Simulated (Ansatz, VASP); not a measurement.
# One calculation of Mg5O, two programs

Contents of INCAR:

```
ALGO = Normal ; EDIFF = 1E-6
ENCUT = 520 ; GGA = PE
ISIF = 2 ; ISMEAR = 0
LASPH = T ; LCHARG = F
LREAL = F ; LWAVE = F
NBANDS = 28 ; NELM = 80
PREC = Accurate ; SIGMA = 0.2
```

Contents of KPOINTS:

```
k-points
0
Gamma
  12 12 1
```

File POSCAR:

```
Mg5O
1.0
    3.1261218724      0.0000000000      0.0000000000
   -1.5630609362      2.7073009568      0.0000000000
    0.0000000000      0.0000000000     25.8736475812
Mg O
10 2
Direct
    1.0000000000      0.0000000000      0.0000000000
    0.6666666667      0.3333333333      0.9048897084
    0.3333333333      0.6666666667      0.0951102916
    0.3333333333      0.6666666667      0.8043551609
    0.0000000000      0.0000000000      0.7028269573
    0.6666666667      0.3333333333      0.1956448391
    1.0000000000      1.0000000000      0.2971730427
    0.0000000000      0.0000000000      0.5000000000
    0.6666666667      0.3333333333      0.6017325985
    0.3333333333      0.6666666667      0.3982674015
    0.6666666667      0.3333333333      0.0468781905
    0.3333333333      0.6666666667      0.9531218095
```

Input for Ansatz:

```yaml
crystal:
  lattice:
    - [3.1261218724, 0.0, 0.0]
    - [-1.5630609362, 2.7073009568, 0.0]
    - [0.0, 0.0, 25.8736475812]
  atoms:
    - { symbol: Mg, position: [1.0, 0.0, 0.0] }
    - { symbol: Mg, position: [0.6666666667, 0.3333333333, 0.9048897084] }
    - { symbol: Mg, position: [0.3333333333, 0.6666666667, 0.0951102916] }
    - { symbol: Mg, position: [0.3333333333, 0.6666666667, 0.8043551609] }
    - { symbol: Mg, position: [0.0, 0.0, 0.7028269573] }
    - { symbol: Mg, position: [0.6666666667, 0.3333333333, 0.1956448391] }
    - { symbol: Mg, position: [1.0, 1.0, 0.2971730427] }
    - { symbol: Mg, position: [0.0, 0.0, 0.5] }
    - { symbol: Mg, position: [0.6666666667, 0.3333333333, 0.6017325985] }
    - { symbol: Mg, position: [0.3333333333, 0.6666666667, 0.3982674015] }
    - { symbol: O, position: [0.6666666667, 0.3333333333, 0.0468781905] }
    - { symbol: O, position: [0.3333333333, 0.6666666667, 0.9531218095] }
basis:
  ecutwfc: 420
kpoints:
  mp_grid: { grid: [12, 12, 1] }
hamiltonian:
  xc: pbe
scf:
  occupations: { method: gaussian, width: 0.2 }
  lower_state_search: "off"
output:
  forces: true
  stress: true
  eigenvalues: true
```

Alike in both runs: task single point; functional PBE; k mesh 12 × 12 × 1; occupations gaussian, width 0.2 eV; no spin polarisation.

```csv
,VASP,Ansatz
version,VASP 6.6.1,Ansatz 0.2.0
potentials or method,"VASP PAW PBE potentials, release 64 (Mg, O), cutoff 520 eV","scalar-relativistic, plane waves, PAW"
valence electrons in the cell,32,112
```

```tsv
	VASP	Ansatz	Ansatz less VASP
gap on the k mesh at the Fermi level (eV)	none	none	-
pressure (GPa)	-0.2	0.0	+0.23
traceless stress, the component that is largest in VASP (GPa)	-0.14	-0.14	-0.004
rms of the force components (eV/Å)	0.004	0.003	-0.0011
```

Atom by atom the forces differ by 0.004 eV/Å (rms over components). A gap of «none» marks a metal or a gap that the smearing closes. VASP's potentials hold 32 valence electrons a cell and Ansatz's 112, so a difference there can come from the potentials and not from the codes.
